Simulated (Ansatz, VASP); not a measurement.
Sc3Ta: VASP beside Ansatz

File INCAR:

```
SYSTEM = Sc3Ta
PREC = Accurate
ENCUT = 520
EDIFF = 1E-7
ISMEAR = 0
SIGMA = 0.1
LREAL = .False.
LASPH = .True.
NELM = 150
ALGO = Normal
ISIF = 2
LWAVE = .False.
LCHARG = .True.
ISPIN = 2
MAGMOM = 1 1 1 0
LORBIT = 11
LMAXMIX = 4
GGA = PE
LELF = .True.
LVHAR = .True.
NBANDS = 34
```

The input KPOINTS:

```
regular mesh
0
Gamma
  6 6 4
  0 0 0
```

File POSCAR:

```
Sc3Ta
1.0
    5.0628479943      0.0000000000      0.0000000000
   -2.5314239972      4.3845549786      0.0000000000
    0.0000000000      0.0000000000      5.1481194320
Sc Ta
3 1
Direct
    0.0000000000      0.0000000000      0.0000000000
    0.3333333333      0.6666666667      0.5000000000
    0.6666666667      0.3333333333      0.5000000000
    0.0000000000      0.0000000000      0.5000000000
```

Input for Ansatz:

```yaml
crystal:
  lattice:
    - [5.0628479943, 0.0, 0.0]
    - [-2.5314239972, 4.3845549786, 0.0]
    - [0.0, 0.0, 5.148119432]
  atoms:
    - { symbol: Sc, position: [0.0, 0.0, 0.0], spin: 1.0 }
    - { symbol: Sc, position: [0.3333333333, 0.6666666667, 0.5], spin: 1.0 }
    - { symbol: Sc, position: [0.6666666667, 0.3333333333, 0.5], spin: 1.0 }
    - { symbol: Ta, position: [0.0, 0.0, 0.5] }
basis:
  ecutwfc: 420
kpoints:
  mp_grid: { grid: [6, 6, 4] }
hamiltonian:
  xc: pbe
scf:
  occupations: { method: gaussian, width: 0.1 }
  lower_state_search: "off"
output:
  forces: true
  stress: true
  eigenvalues: true
  populations: true
magnetization:
  spin_polarized: true
```

Alike in both runs: task single point; functional PBE; k mesh 6 × 6 × 4; occupations gaussian, width 0.1 eV; collinear spin.

```csv
,VASP,Ansatz
version,VASP 6.6.1,Ansatz 0.2.0
potentials or method,"VASP PAW PBE potentials, release 64 (Sc_sv, Ta_pv), cutoff 520 eV","scalar-relativistic, plane waves, PAW"
valence electrons in the cell,44,46
```

```tsv
	VASP	Ansatz	Ansatz less VASP
gap on the k mesh at the Fermi level (eV)	none	none	-
pressure (GPa)	0.2	0.1	-0.08
traceless stress, the component that is largest in VASP (GPa)	-0.06	-0.10	-0.034
net moment per atom (μB)	0.00	0.00	0.000
```

A gap of «none» marks a metal or a gap that the smearing closes. VASP's potentials hold 44 valence electrons a cell and Ansatz's 46, so a difference there can come from the potentials and not from the codes. Ansatz's warnings: seeded moment not kept.

Neither program's run includes spin-orbit coupling.
